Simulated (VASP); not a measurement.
# ZnS (F-43m) in VASP: notebook, part 3 of 3

VASP 6.6.1. Earlier steps stand in the parts before.

## Step 4: Single point, r2SCAN

The input, POSCAR:

```
ZnS
1.0
    0.0000000000      2.6777701691      2.6777701691
    2.6777701691      0.0000000000      2.6777701691
    2.6777701691      2.6777701691      0.0000000000
Zn S
1 1
Direct
    0.2500000000      0.2500000000      0.2500000000
    0.0000000000      0.0000000000      0.0000000000
```

The input, INCAR.step1:

```
SYSTEM = ZnS
  PREC = Accurate
  ENCUT = 520
  ISMEAR = 0
  SIGMA = 0.02
  LREAL = .FALSE.
  LASPH = .TRUE.
  NELM = 80
  NBANDS = 16
  GGA = PE
  ALGO = Normal
  EDIFF = 1E-4
  LWAVE = .TRUE.
  LCHARG = .FALSE.
```

The input, INCAR.step2:

```
SYSTEM = ZnS
  PREC = Accurate
  ENCUT = 520
  EDIFF = 1E-6
  ISMEAR = 0
  SIGMA = 0.02
  LREAL = .FALSE.
  LASPH = .TRUE.
  NELM = 80
  ALGO = Normal
  ISIF = 2
  LWAVE = .FALSE.
  LCHARG = .FALSE.
  METAGGA = R2SCAN
  LMIXTAU = .TRUE.
  NBANDS = 16
  ISTART = 1
```

The input, KPOINTS:

```
Automatic mesh
0
G
  10 10 10
  0 0 0
```

Potentials or basis: VASP PAW PBE potentials, release 64 (Zn, S).

The run is started by

```bash
$ cat potpaw_PBE.64/Zn/POTCAR potpaw_PBE.64/S/POTCAR > POTCAR
$ cp INCAR.step1 INCAR
$ mpirun -np 1 vasp_std > vasp.out
$ cp INCAR.step2 INCAR
$ mpirun -np 1 vasp_std > vasp.out
```

OUTCAR:

```text
SYSTEM = ZnS
   PREC = Accurate
   ENCUT = 520
   EDIFF = 1E-6
   ISMEAR = 0
   LREAL = .FALSE.
   LASPH = .TRUE.
   NELM = 80
   ISIF = 2
   METAGGA = R2SCAN
   ISTART = 1

 ion  position               nearest neighbor table
   1  0.250  0.250  0.250-   2 2.32   2 2.32   2 2.32   2 2.32
   2  0.000  0.000  0.000-   1 2.32   1 2.32   1 2.32   1 2.32

  LATTYP: Found a face centered cubic cell.
 ALAT       =     5.3555403382

  Lattice vectors:

 A1 = (   0.0000000000,   2.6777701691,   2.6777701691)
 A2 = (   2.6777701691,   0.0000000000,   2.6777701691)
 A3 = (   2.6777701691,   2.6777701691,   0.0000000000)

Analysis of symmetry for initial positions (statically):
=====================================================================
 Subroutine PRICEL returns:
 Original cell was already a primitive cell.

 Routine SETGRP: Setting up the symmetry group for a
 face centered cubic supercell.

 Subroutine GETGRP returns: Found 24 space group operations
 (whereof 24 operations were pure point group operations)
 out of a pool of 48 trial point group operations.

The static configuration has the point symmetry T_d .

Analysis of symmetry for dynamics (positions and initial velocities):
=====================================================================
 Subroutine PRICEL returns:
 Original cell was already a primitive cell.

 Routine SETGRP: Setting up the symmetry group for a
 face centered cubic supercell.

 Subroutine GETGRP returns: Found 24 space group operations
 (whereof 24 operations were pure point group operations)
 out of a pool of 48 trial point group operations.

The dynamic configuration has the point symmetry T_d .

 Subroutine INISYM returns: Found 24 space group operations
 (whereof 24 operations are pure point group operations),
 and found     1 'primitive' translations

----------------------------------------------------------------------------------------

                                     Primitive cell

  volume of cell :      38.4017

  direct lattice vectors                    reciprocal lattice vectors
     0.000000000  2.677770169  2.677770169    -0.186722522  0.186722522  0.186722522
     2.677770169  0.000000000  2.677770169     0.186722522 -0.186722522  0.186722522
     2.677770169  2.677770169  0.000000000     0.186722522  0.186722522 -0.186722522

  length of vectors
     3.786938890  3.786938890  3.786938890     0.323412895  0.323412895  0.323412895

  position of ions in fractional coordinates (direct lattice)
     0.250000000  0.250000000  0.250000000
     0.000000000  0.000000000  0.000000000

  ion indices of the primitive-cell ions
   primitive index   ion index
                 1           1
                 2           2

----------------------------------------------------------------------------------------

 KPOINTS: Automatic mesh

Automatic generation of k-mesh.
 Grid dimensions read from file:
 generate k-points for:   10   10   10

 Generating k-lattice:

  Cartesian coordinates                     Fractional coordinates (reciprocal lattice)
    -0.018672252  0.018672252  0.018672252     0.100000000  0.000000000  0.000000000
     0.018672252 -0.018672252  0.018672252     0.000000000  0.100000000  0.000000000
     0.018672252  0.018672252 -0.018672252     0.000000000  0.000000000  0.100000000

  Length of vectors
     0.032341290  0.032341290  0.032341290

  Shift w.r.t. Gamma in fractional coordinates (k-lattice)
     0.000000000  0.000000000  0.000000000

 Subroutine IBZKPT returns following result:
 ===========================================

 Found     47 irreducible k-points:

 Following reciprocal coordinates:
            Coordinates               Weight
  0.000000  0.000000  0.000000      1.000000
  0.100000  0.000000  0.000000      8.000000
  0.200000  0.000000  0.000000      8.000000
  0.300000  0.000000  0.000000      8.000000
  0.400000  0.000000  0.000000      8.000000
  0.500000  0.000000  0.000000      4.000000
[... 16 lines left out ...]
  0.300000  0.300000  0.000000      6.000000
  0.400000  0.300000  0.000000     24.000000
 [... further k-points ...]
   k-points           NKPTS =     47   k-points in BZ     NKDIM =     47   number of bands    NBANDS=     16
   number of dos      NEDOS =    301   number of ions     NIONS =      2
   total plane-waves  NPLWV =  21952
   dimension x,y,z NGX =    28 NGY =   28 NGZ =   28
   dimension x,y,z NGXF=    56 NGYF=   56 NGZF=   56
   ions per type =               1   1
   NGX,Y,Z   is equivalent  to a cutoff of  12.29, 12.29, 12.29 a.u.
   NGXF,Y,Z  is equivalent  to a cutoff of  24.58, 24.58, 24.58 a.u.
 SYSTEM =  ZnS
   PREC   = accura    normal or accurate (medium, high low for compatibility)
   ISTART =      1    job   : 0-new  1-cont  2-samecut
   ICHARG =      0    charge: 1-file 2-atom 10-const
   ISPIN  =      1    spin polarized calculation?
   LNONCOLLINEAR =      F non collinear calculations
   LSORBIT =      F    spin-orbit coupling
   LASPH  =      T    aspherical Exc in radial PAW
   ENCUT  =  520.0 eV  38.22 Ry    6.18 a.u.   7.04  7.04  7.04*2*pi/ulx,y,z
   NELM   =     80;   NELMIN=  2; NELMDL=  0     # of ELM steps
   EDIFF  = 0.1E-05   stopping-criterion for ELM
   LREAL  =      F    real-space projection
   EDIFFG = 0.1E-04   stopping-criterion for IOM
   NSW    =      0    number of steps for IOM
   IBRION =     -1    ionic relax: 0-MD 1-quasi-New 2-CG
   NFREE  =      0    steps in history (QN), initial steepest desc. (CG)
   ISIF   =      2    stress and relaxation
   ISYM   =      2    0-nonsym 1-usesym 2-fastsym
   POTIM  = 0.5000    time-step for ionic-motion
   TEBEG  =    0.0;   TEEND  =   0.0 temperature during run
   PSTRESS=    0.0 pullay stress
   NELECT =      18.0000    total number of electrons
   NUPDOWN=      -1.0000    fix difference up-down
   EMIN   =  10.00;   EMAX   =-10.00  energy-range for DOS
   EFERMI =   0.00;   METHOD = LEGACY
   ISMEAR =     0;   SIGMA  =   0.02  broadening in eV -4-tet -1-fermi 0-gaus
   EFERMI_NEDOS =   21; number of points for ismear=-14 and -15
   IALGO  =     38    algorithm
   IMIX   =      4    mixing-type and parameters
     AMIX     =   0.40;   BMIX     =  1.00
     AMIX_MAG =   1.60;   BMIX_MAG =  1.00
  volume/ion in A,a.u.               =      19.20       129.57
  Fermi-wavevector in a.u.,A,eV,Ry     =   1.271693  2.403152 22.003393  1.617204
  Thomas-Fermi vector in A             =   2.404612
   LORBIT       =      0    0 simple, 1 ext, 2 COOP (PROOUT), +10 PAW based schemes
   METAGGA = R2SCAN    functional components
   LHFCALC =     F    Hartree Fock is set to
   AEXX    =    0.0000 exact exchange contribution
   IVDW    =     0    specifies the selected vdW correction
   LEPSILON=     F    determine dielectric tensor
   LRPA    =     F    only Hartree local field effects (RPA)
 non-spin polarized calculation
 Gauss-broadening in eV      SIGMA  =   0.02
  energy-cutoff  :      520.00
  volume of cell :       38.40
 maximum number of plane-waves:      1056
   NGX = 15   NGY = 15   NGZ = 15

 number of electron      18.0000016 magnetization

 Free energy of the ion-electron system (eV)
  ---------------------------------------------------
  ext. energy  EPLUGINS =         0.00000000
  ---------------------------------------------------
  free energy    TOTEN  =       -18.86308877 eV

  energy without entropy =      -18.86308877  energy(sigma->0) =      -18.86308877

 E-fermi :   2.2369     XC(G=0): -10.4218

 val. band max:        2.0890307803   @ k =   0.0000   0.0000   0.0000
 cond. band min:       4.8908574227   @ k =   0.0000   0.0000   0.0000
 fundamental gap:      2.8018266424
 Fermi energy:         2.2368806220

 k-point     1 :       0.0000    0.0000    0.0000
  band No.  band energies     occupation
      1     -11.7851      2.00000
      2      -4.5225      2.00000
      3      -4.5225      2.00000
      4      -4.5225      2.00000
      5      -3.9413      2.00000
      6      -3.9413      2.00000
[... 8 lines left out ...]
     15      14.4230      0.00000
     16      14.7967      0.00000
[... 419 lines left out ...]
 k-point    24 :       0.4000    0.3000    0.0000
  band No.  band energies     occupation
      1     -10.7545      2.00000
      2      -4.5390      2.00000
      3      -4.2480      2.00000
      4      -4.2367      2.00000
      5      -3.9208      2.00000
      6      -3.8783      2.00000
[... 8 lines left out ...]
     15      16.1525      0.00000
     16      18.9191      0.00000

 [... further k-points ...]

------------------------ aborting loop because EDIFF is reached ----------------------------------------

  FORCE on cell =-STRESS in cart. coord.  units (eV):
  Direction    XX          YY          ZZ          XY          YZ          ZX
  --------------------------------------------------------------------------------------
  -------------------------------------------------------------------------------------
  Total        0.3616341      0.3616341      0.3616341      0.0000000      0.0000000      0.0000000
  in kB       15.0879432     15.0879432     15.0879432      0.0000000      0.0000000      0.0000000
  external PRESSURE =      15.0879432 kB  Pullay stress =       0.0000000 kB

 VOLUME and BASIS-vectors are now :
 -----------------------------------------------------------------------------
  energy-cutoff  :      520.00
  volume of cell :       38.40
      direct lattice vectors                 reciprocal lattice vectors
     0.000000000  2.677770169  2.677770169    -0.186722522  0.186722522  0.186722522
     2.677770169  0.000000000  2.677770169     0.186722522 -0.186722522  0.186722522
     2.677770169  2.677770169  0.000000000     0.186722522  0.186722522 -0.186722522

 POSITION                                       TOTAL-FORCE (eV/Angst)
 -----------------------------------------------------------------------------------
      1.33889      1.33889      1.33889        -0.000000     -0.000000     -0.000000
      0.00000      0.00000      0.00000         0.000000      0.000000      0.000000
 -----------------------------------------------------------------------------------
    total drift:                               -0.000011     -0.000011     -0.000011

  FREE ENERGIE OF THE ION-ELECTRON SYSTEM (eV)
  ---------------------------------------------------
  free  energy   TOTEN  =       -18.8630887698 eV

  energy  without entropy=      -18.8630887698  energy(sigma->0) =      -18.86308877
```

Wall time 70 s (1 thread of Intel Xeon Platinum 8488C (Sapphire Rapids), shared host); peak memory 0.18 GiB.

Results:

- Free energy: -18.8631 eV
- Pressure: 1.5 GPa
- Band gap on the k mesh: 2.80 eV, direct

Levels at points of the mesh, in eV from the valence-band top:
| k point | band 6 | band 7 | band 8 | band 9 | band 10 | band 11 | band 12 | band 13 |
| --- | --- | --- | --- | --- | --- | --- | --- | --- |
| (0.00, 0.00, 0.00) | -6.03 | 0.00 | 0.00 | 0.00 | 2.80 | 6.88 | 6.88 | 6.88 |
| (0.50, 0.00, 0.00) | -5.83 | -5.58 | -0.93 | -0.93 | 3.87 | 7.38 | 7.38 | 9.52 |
| (0.50, 0.50, 0.00) | -5.81 | -4.72 | -2.38 | -2.38 | 3.67 | 4.48 | 11.98 | 13.01 |

Caveat: the PAW data sets were made with another functional, which shifts forces and pressure a little.

## Step 5: Single point, PBEsol

The input, INCAR:

```
ALGO = Normal
EDIFF = 1E-6
ENCUT = 500
GGA = PS
GGA_COMPAT = F
ISIF = 2
ISMEAR = 0
LASPH = T
LCHARG = F
LREAL = F
LWAVE = F
NBANDS = 16
NELM = 120
PREC = Accurate
SIGMA = 0.02
```

The input, KPOINTS:

```
k-points
0
Gamma
  6 6 6
```

The input, POSCAR:

```
ZnS
1.0
    0.0000000000      2.6777701676      2.6777701676
    2.6777701676      0.0000000000      2.6777701676
    2.6777701676      2.6777701676      0.0000000000
Zn S
1 1
Direct
    0.2500000000      0.2500000000      0.2500000000
    0.0000000000      0.0000000000      0.0000000000
```

The run is started by

```bash
$ cat potpaw_PBE.64/Zn/POTCAR potpaw_PBE.64/S/POTCAR > POTCAR
$ mpirun -np 1 vasp_std > vasp.out
```

Run time: 9.9 s. Hardware: 1 thread of Intel Xeon Platinum 8259CL at 2.50GHz (Skylake/Cascade Lake), shared host; peak memory 0.15 GiB.

It converged, with:

```
Free energy            : -7.5850 eV
Pressure               : 0.3 GPa
Band gap on the k mesh : 2.09 eV, direct
```

Levels at points of the mesh, in eV from the valence-band top:
```
           k point  band 7  band 8  band 9  band 10  band 11  band 12
(0.00, 0.00, 0.00)    0.00    0.00    0.00     2.09     6.29     6.29
(0.50, 0.00, 0.00)   -5.54   -0.92   -0.92     3.24     6.81     6.81
(0.50, 0.50, 0.00)   -4.72   -2.35   -2.35     3.17     3.96    11.02
```

Caveat: the PAW data sets were made with another functional, which shifts forces and pressure a little.

## Step 6: Summary

| task | level | cell | k mesh | cutoff (eV) | gap on the mesh (eV) | pressure (GPa) |
| --- | --- | --- | --- | --- | --- | --- |
| single point | PBEsol | a = 3.787 Å, angles 60.0°, 2 atoms | 10 × 10 × 10 | 520 | 2.10 | 0.2 |
| relaxation of cell and atoms | PBEsol | relaxed from a = 3.821 Å, angles 60.0°, 2 atoms | 10 × 10 × 10 | 600 | 2.08 | 0.0 |
| single point | r2SCAN | a = 3.787 Å, angles 60.0°, 2 atoms | 10 × 10 × 10 | 520 | 2.80 | 1.5 |
| single point | PBEsol | a = 3.787 Å, angles 60.0°, 2 atoms | 6 × 6 × 6 | 500 | 2.09 | 0.3 |

Alike in all rows: potentials or basis VASP PAW PBE potentials, release 64 (Zn, S); no spin polarisation; smearing gaussian 0.02 eV.

On the cell as given the gap runs from 2.09 eV (PBEsol) to 2.80 eV (r2SCAN); the meshes differ, which moves gaps too. The pressure there spans 0.2 GPa (PBEsol) to 1.5 GPa (r2SCAN); a positive pressure means that this level wants a larger cell, a negative one a smaller.

Caveats: the PAW data sets were made with another functional, which shifts forces and pressure a little.

Absolute energies hang on the potentials; compare differences alone.

## Step 7: Comparison with measurements

Step 2. Measured gap of ZnS: 3.85 eV (direct; 19 K; quoted in “Electronic, vibrational, and thermodynamic properties of ZnS (zincblende and rocksalt structure)”, 2009, arxiv:0911.5022). This calculation gives 2.10 eV (-1.75 eV). The value is that of PBEsol, without temperature or zero-point motion. Semilocal functionals fall short of measured gaps as a rule.

Step 4. Against the measured gap of ZnS, 3.85 eV (direct; 19 K; quoted in “Electronic, vibrational, and thermodynamic properties of ZnS (zincblende and rocksalt structure)”, 2009, arxiv:0911.5022), the calculated 2.80 eV is off by -1.05 eV. The value is that of r2SCAN, without temperature or zero-point motion.

Step 5. Measured gap of ZnS: 3.85 eV (direct; 19 K; quoted in “Electronic, vibrational, and thermodynamic properties of ZnS (zincblende and rocksalt structure)”, 2009, arxiv:0911.5022). This calculation gives 2.09 eV (-1.76 eV). The value is that of PBEsol, without temperature or zero-point motion. Semilocal functionals fall short of measured gaps as a rule.
